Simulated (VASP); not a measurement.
# HC8 in VASP: settings compared

The runs below take HC8 through single point, with PBE+D3(BJ), PBE+D4.

All numbers are computed with VASP 6.6.1; they aren't measurements. Logs are shortened: lines on timing, memory, paths and dates and some standing lists are left out, and cuts for length are marked.

## Step 1: The cell of the first run

The cell holds a slab with vacuum, 9 atoms: a = 2.466 Å, b = 2.465 Å, c = 29.199 Å, α = 90.00°, β = 90.00°, γ = 120.01°.

## Step 2: Single point, PBE+D3(BJ)

Contents of INCAR:

```
ALGO = Normal
DIPOL = 0.5 0.5 0.486
EDIFF = 1E-6
ENCUT = 520
GGA = PE
IDIPOL = 3
ISIF = 2
ISMEAR = 0
IVDW = 12
LASPH = T
LCHARG = T
LDIPOL = T
LELF = T
LREAL = F
LVACPOTAV = T
LVHAR = T
LWAVE = F
NBANDS = 26
NELM = 80
PREC = Accurate
SIGMA = 0.1
```

Contents of KPOINTS:

```
k-points
0
Gamma
  12 12 1
```

Contents of POSCAR:

```
HC8
1.0
    2.4655379958      0.0000000000      0.0000000000
   -1.2327689979      2.1341461202      0.0000000000
    0.0000000000      0.0000000000     29.1985170553
C H
8 1
Direct
    0.0833101794      0.1666203587      0.2911106747
    0.4166898206      0.8333796413      0.2911106747
    0.5833101794      0.1666203587      0.4075389574
    0.9166898206      0.8333796413      0.4075389574
    0.2678890142      0.5357780284      0.5224523440
    0.6012128803      1.2024257606      0.5223533664
    0.6014589121      0.2029178241      0.6321461171
    0.9348860747      0.8697721494      0.6230015058
    0.6014942370      0.2029884740      0.6723643867
```

Potentials or basis: VASP PAW PBE potentials, release 64 (C, H).

Launch:

```sh
$ cat potpaw_PBE.64/C/POTCAR potpaw_PBE.64/H/POTCAR > POTCAR
$ mpirun -np 1 vasp_std > vasp.out
```

OUTCAR:

```text
EDIFF = 1E-6
   ENCUT = 520
   GGA = PE
   ISIF = 2
   ISMEAR = 0
   IVDW = 12
   LASPH = T
   LREAL = F
   NELM = 80
   PREC = Accurate
 IVDW          = 12

 ion  position               nearest neighbor table
   1  0.083  0.167  0.291-   2 1.42   2 1.42   2 1.42
   2  0.417  0.833  0.291-   1 1.42   1 1.42   1 1.42
   3  0.583  0.167  0.408-   4 1.42   4 1.42   4 1.42
   4  0.917  0.833  0.408-   3 1.42   3 1.42   3 1.42
   5  0.268  0.536  0.522-   6 1.42   6 1.42   6 1.42
   6  0.601  0.202  0.522-   5 1.42   5 1.42   5 1.42
   7  0.601  0.203  0.632-   9 1.17   8 1.45   8 1.45   8 1.45
   8  0.935  0.870  0.623-   7 1.45   7 1.45   7 1.45
   9  0.601  0.203  0.672-   7 1.17

  Warning from LATTYP: Monoclinic adjustment (A1->A3, A2->A1, A3->A2)!
  LATTYP: Found a base centered orthorhombic cell.
 ALAT       =     2.4655379958
 B/A-ratio  =     1.7311808813
 C/A-ratio  =    11.8426554793

  Lattice vectors:

 A1 = (   1.2327689979,  -2.1341461202,   0.0000000000)
 A2 = (   1.2327689979,   2.1341461202,   0.0000000000)
 A3 = (   0.0000000000,   0.0000000000,  29.1985170553)

Analysis of symmetry for initial positions (statically):
=====================================================================
 Subroutine PRICEL returns:
 Original cell was already a primitive cell.

 Routine SETGRP: Setting up the symmetry group for a
 base centered orthorhombic supercell.

 Subroutine GETGRP returns: Found  2 space group operations
 (whereof  2 operations were pure point group operations)
 out of a pool of  8 trial point group operations.

The static configuration has the point symmetry C_1h.

Analysis of symmetry for dynamics (positions and initial velocities):
=====================================================================
 Subroutine PRICEL returns:
 Original cell was already a primitive cell.

 Routine SETGRP: Setting up the symmetry group for a
 base centered orthorhombic supercell.

 Subroutine GETGRP returns: Found  2 space group operations
 (whereof  2 operations were pure point group operations)
 out of a pool of  8 trial point group operations.

The dynamic configuration has the point symmetry C_1h.

 Subroutine INISYM returns: Found  2 space group operations
 (whereof  2 operations are pure point group operations),
 and found     1 'primitive' translations

----------------------------------------------------------------------------------------

[... 119 lines left out ...]
   EMIN   =  10.00;   EMAX   =-10.00  energy-range for DOS
   EFERMI =   0.00;   METHOD = LEGACY
   ISMEAR =     0;   SIGMA  =   0.10  broadening in eV -4-tet -1-fermi 0-gaus
   EFERMI_NEDOS =   21; number of points for ismear=-14 and -15
   IALGO  =     38    algorithm
   IMIX   =      4    mixing-type and parameters
     AMIX     =   0.40;   BMIX     =  1.00
     AMIX_MAG =   1.60;   BMIX_MAG =  1.00
  volume/ion in A,a.u.               =      17.07       115.20
  Fermi-wavevector in a.u.,A,eV,Ry     =   0.980424  1.852733 13.078344  0.961231
  Thomas-Fermi vector in A             =   2.111353
   LORBIT       =      0    0 simple, 1 ext, 2 COOP (PROOUT), +10 PAW based schemes
   GGA     = PE    functional components
   LHFCALC =     F    Hartree Fock is set to
   AEXX    =    0.0000 exact exchange contribution
   IVDW    =    12    specifies the selected vdW correction
   LEPSILON=     F    determine dielectric tensor
   LRPA    =     F    only Hartree local field effects (RPA)
 non-spin polarized calculation
 Gauss-broadening in eV      SIGMA  =   0.10
  energy-cutoff  :      520.00
  volume of cell :      153.64
 maximum number of plane-waves:      4190
   NGX =  9   NGY =  9   NGZ =109

 dipolmoment           0.000000      0.000000      0.303491 electrons x Angstroem

 number of electron      32.9999999 magnetization

 dipolmoment           0.000000      0.000000     -0.009257 electrons x Angstroem

 Free energy of the ion-electron system (eV)
  ---------------------------------------------------
  ext. energy  EPLUGINS =         0.00000000
  ---------------------------------------------------
  free energy    TOTEN  =       -75.17786159 eV

  energy without entropy =      -75.17367903  energy(sigma->0) =      -75.17577031

 E-fermi :   0.0978     XC(G=0):  -5.3132

 val. band max:       -0.0340271473   @ k =   0.1667   0.3333   0.0000
 cond. band min:       0.1110909216   @ k =   0.3333   0.3333   0.0000
 fundamental gap:      0.1451180689
 Fermi energy:         0.0978006265

 k-point     1 :       0.0000    0.0000    0.0000
  band No.  band energies     occupation
      1     -20.1567      2.00000
      2     -19.4776      2.00000
      3     -19.3736      2.00000
      4     -19.2602      2.00000
      5     -10.3493      2.00000
      6      -8.0862      2.00000
[... 685 lines left out ...]
     25      10.0644      0.00000
     26      10.2652      0.00000

 [... further k-points ...]

------------------------ aborting loop because EDIFF is reached ----------------------------------------

 Edisp (eV)   -1.17649

 E8    (eV) :    -0.3387

  FORCE on cell =-STRESS in cart. coord.  units (eV):
  Direction    XX          YY          ZZ          XY          YZ          ZX
  --------------------------------------------------------------------------------------
  -------------------------------------------------------------------------------------
  Total       2.99110     3.13504    -0.02255     0.00000     0.01009     0.00000
  in kB      31.19210    32.69317    -0.23521     0.00000     0.10520     0.00000
  external pressure =       21.22 kB  Pullay stress =        0.00 kB

 VOLUME and BASIS-vectors are now :
 -----------------------------------------------------------------------------
  energy-cutoff  :      520.00
  volume of cell :      153.64
      direct lattice vectors                 reciprocal lattice vectors
     2.465537996  0.000000000  0.000000000     0.405590991  0.234285739  0.000000000
    -1.232768998  2.134146120  0.000000000     0.000000000  0.468571477  0.000000000
     0.000000000  0.000000000 29.198517055     0.000000000  0.000000000  0.034248315

 POSITION                                       TOTAL-FORCE (eV/Angst)
 -----------------------------------------------------------------------------------
      0.00000      0.35559      8.50000        -0.000000     -0.005090      0.003083
     -0.00000      1.77855      8.50000        -0.000000      0.002424     -0.001204
      1.23277      0.35559     11.89953         0.000000      0.009041      0.014964
      1.23277      1.77855     11.89953         0.000000     -0.006127     -0.017312
      0.00000      1.14343     15.25483         0.000000     -0.008934      0.001330
      1.23277      0.43201     15.25194        -0.000000      0.008911     -0.004228
      1.23277      0.43306     18.45773         0.000000      0.013293     -0.000155
      1.23277      1.85622     18.19072         0.000000     -0.013021     -0.018408
      1.23277      0.43321     19.63204         0.000000     -0.000496      0.021930
 -----------------------------------------------------------------------------------
    total drift:                                0.000001      0.000124      0.000048

  FREE ENERGIE OF THE ION-ELECTRON SYSTEM (eV)
  ---------------------------------------------------
  free  energy   TOTEN  =       -76.3543504487 eV

  energy  without entropy=      -76.3501678911  energy(sigma->0) =      -76.35225917

 vacuum level on the upper side and lower side of the slab         4.063         4.382
```

stdout:

```text
POSCAR found type information on POSCAR C H
 POSCAR found :  2 types and       9 ions
 scaLAPACK will be used
 LDA part: xc-table for (Slater+PW92), standard interpolation
 POSCAR, INCAR and KPOINTS ok, starting setup
 FFT: planning ... GRIDC
 FFT: planning ... GRID_SOFT
 FFT: planning ... GRID
 WAVECAR not read
 entering main loop
 -----------------------------------------------------------------------------
|                                                                             |
|           W    W    AA    RRRRR   N    N  II  N    N   GGGG   !!!           |
|           W    W   A  A   R    R  NN   N  II  NN   N  G    G  !!!           |
|           W    W  A    A  R    R  N N  N  II  N N  N  G       !!!           |
|           W WW W  AAAAAA  RRRRR   N  N N  II  N  N N  G  GGG   !            |
|           WW  WW  A    A  R   R   N   NN  II  N   NN  G    G                |
|           W    W  A    A  R    R  N    N  II  N    N   GGGG   !!!           |
|                                                                             |
|     Did not find any points to average over, which means that no vacuum     |
|     field-free region was found. Please increase the size of  your cell     |
|     in the dimension of the dipole correction to obtain accurate            |
|     workfunction values.                                                    |
|                                                                             |
 -----------------------------------------------------------------------------
```

Wall time 2.8 min (1 thread of Intel Xeon 6975P-C (Granite Rapids), shared host); peak memory 0.34 GiB.

Results:

| Property | Result |
| --- | --- |
| Free energy | -76.3544 eV |
| Largest force | 0.023 eV/Å |
| Dispersion energy per atom | -0.131 eV |

Forces on the atoms (eV/Å):
```
C    0.000 -0.005  0.003
C    0.000  0.002 -0.001
C    0.000  0.009  0.015
C    0.000 -0.006 -0.017
C    0.000 -0.009  0.001
C    0.000  0.009 -0.004
C    0.000  0.013  0.000
C    0.000 -0.013 -0.018
H    0.000  0.000  0.022
```

## Step 3: Single point, PBE+D4

Contents of INCAR:

```
  PREC = Accurate
  ENCUT = 520
  EDIFF = 1E-6
  ISMEAR = 0
  SIGMA = 0.1
  LREAL = F
  LASPH = T
  NELM = 100
  ALGO = Normal
  ISIF = 2
  LWAVE = F
  LCHARG = F
  LDIPOL = T
  IDIPOL = 3
  DIPOL = 0.5 0.5 0.486
  GGA = PE
  IVDW = 13
  NBANDS = 26
```

Contents of KPOINTS:

```
regular mesh
0
Gamma
  12 12 1
```

POSCAR is that of step 2.

Potentials or basis: VASP PAW PBE potentials, release 64 (C, H).

Launch:

```sh
$ cat potpaw_PBE.64/C/POTCAR potpaw_PBE.64/H/POTCAR > POTCAR
$ mpirun -np 1 vasp_std > vasp.out
```

OUTCAR:

```text
PREC = Accurate
   ENCUT = 520
   EDIFF = 1E-6
   ISMEAR = 0
   LREAL = F
   LASPH = T
   NELM = 100
   ISIF = 2
   GGA = PE
   IVDW = 13

 ion  position               nearest neighbor table
   1  0.083  0.167  0.291-   2 1.42   2 1.42   2 1.42
   2  0.417  0.833  0.291-   1 1.42   1 1.42   1 1.42
   3  0.583  0.167  0.408-   4 1.42   4 1.42   4 1.42
   4  0.917  0.833  0.408-   3 1.42   3 1.42   3 1.42
   5  0.268  0.536  0.522-   6 1.42   6 1.42   6 1.42
   6  0.601  0.202  0.522-   5 1.42   5 1.42   5 1.42
   7  0.601  0.203  0.632-   9 1.17   8 1.45   8 1.45   8 1.45
   8  0.935  0.870  0.623-   7 1.45   7 1.45   7 1.45
   9  0.601  0.203  0.672-   7 1.17

  Warning from LATTYP: Monoclinic adjustment (A1->A3, A2->A1, A3->A2)!
  LATTYP: Found a base centered orthorhombic cell.
 ALAT       =     2.4655379958
 B/A-ratio  =     1.7311808813
 C/A-ratio  =    11.8426554793

  Lattice vectors:

 A1 = (   1.2327689979,  -2.1341461202,   0.0000000000)
[... 205 lines left out ...]
      2     -19.4776      2.00000
      3     -19.3736      2.00000
      4     -19.2602      2.00000
      5     -10.3493      2.00000
      6      -8.0862      2.00000
[... 685 lines left out ...]
     25      10.0644      0.00000
     26      10.2652      0.00000

 [... further k-points ...]

------------------------ aborting loop because EDIFF is reached ----------------------------------------

 vacuum level on the upper side and lower side of the slab       (xc-potential included)        -0.348        -0.019

  DFT-D4 for vdW energy calculation

  Edisp (eV):   -1.33097

  FORCE on cell =-STRESS in cart. coord.  units (eV):
  Direction    XX          YY          ZZ          XY          YZ          ZX
  --------------------------------------------------------------------------------------
  -------------------------------------------------------------------------------------
  Total       2.02664     2.16863    -0.18346     0.00000     0.01008     0.00000
  in kB      21.13445    22.61518    -1.91318     0.00000     0.10512     0.00000
  external pressure =       13.95 kB  Pullay stress =        0.00 kB

 VOLUME and BASIS-vectors are now :
 -----------------------------------------------------------------------------
  energy-cutoff  :      520.00
  volume of cell :      153.64
      direct lattice vectors                 reciprocal lattice vectors
     2.465537996  0.000000000  0.000000000     0.405590991  0.234285739  0.000000000
    -1.232768998  2.134146120  0.000000000     0.000000000  0.468571477  0.000000000
     0.000000000  0.000000000 29.198517055     0.000000000  0.000000000  0.034248315

 POSITION                                       TOTAL-FORCE (eV/Angst)
 -----------------------------------------------------------------------------------
      0.00000      0.35559      8.50000        -0.000000     -0.005102      0.008681
     -0.00000      1.77855      8.50000        -0.000000      0.002437      0.004393
      1.23277      0.35559     11.89953        -0.000000      0.009024      0.012987
      1.23277      1.77855     11.89953        -0.000000     -0.006106     -0.019342
      0.00000      1.14343     15.25483         0.000000     -0.008985      0.005024
      1.23277      0.43201     15.25194        -0.000000      0.008957     -0.000250
      1.23277      0.43306     18.45773         0.000000      0.013282     -0.018759
      1.23277      1.85622     18.19072         0.000000     -0.013015     -0.014904
      1.23277      0.43321     19.63204        -0.000000     -0.000492      0.022169
 -----------------------------------------------------------------------------------
    total drift:                                0.000001      0.000124      0.000048

  FREE ENERGIE OF THE ION-ELECTRON SYSTEM (eV)
  ---------------------------------------------------
  free  energy   TOTEN  =       -76.5088298748 eV

  energy  without entropy=      -76.5046473173  energy(sigma->0) =      -76.50673860

 vacuum level on the upper side and lower side of the slab         3.916         4.251
```

OSZICAR:

```text
N       E                     dE             d eps       ncg     rms          rms(c)
DAV:   1     0.209547070084E+03    0.20955E+03   -0.14334E+04  2252   0.105E+03
DAV:   2    -0.586997363595E+02   -0.26825E+03   -0.25127E+03  3146   0.254E+02
DAV:   3    -0.798941567024E+02   -0.21194E+02   -0.20881E+02  2808   0.736E+01
[... 21 lines left out ...]
DAV:  25    -0.751778565458E+02   -0.15141E-05   -0.21607E-07  1954   0.244E-03    0.611E-04
DAV:  26    -0.751778580337E+02   -0.14879E-05   -0.95918E-08  1876   0.169E-03    0.452E-04
DAV:  27    -0.751778602337E+02   -0.22000E-05   -0.10693E-07  1858   0.104E-03    0.294E-04
DAV:  28    -0.751778613278E+02   -0.10941E-05   -0.50402E-08  1942   0.835E-04    0.171E-04
DAV:  29    -0.751778615869E+02   -0.25907E-06   -0.57277E-09  1760   0.345E-04
   1 F= -.76508830E+02 E0= -.76506739E+02  d E =-.418256E-02
```

Wall time 2.9 min (1 thread of Intel Xeon 6975P-C (Granite Rapids), shared host); peak memory 0.32 GiB.

What came out:

* Free energy: -76.5088 eV
* Largest force: 0.023 eV/Å
* Dispersion energy per atom: -0.148 eV

Forces in eV/Å, atoms in the order of the input:
```
C    0.000 -0.005  0.009
C    0.000  0.002  0.004
C    0.000  0.009  0.013
C    0.000 -0.006 -0.019
C    0.000 -0.009  0.005
C    0.000  0.009  0.000
C    0.000  0.013 -0.019
C    0.000 -0.013 -0.015
H    0.000  0.000  0.022
```
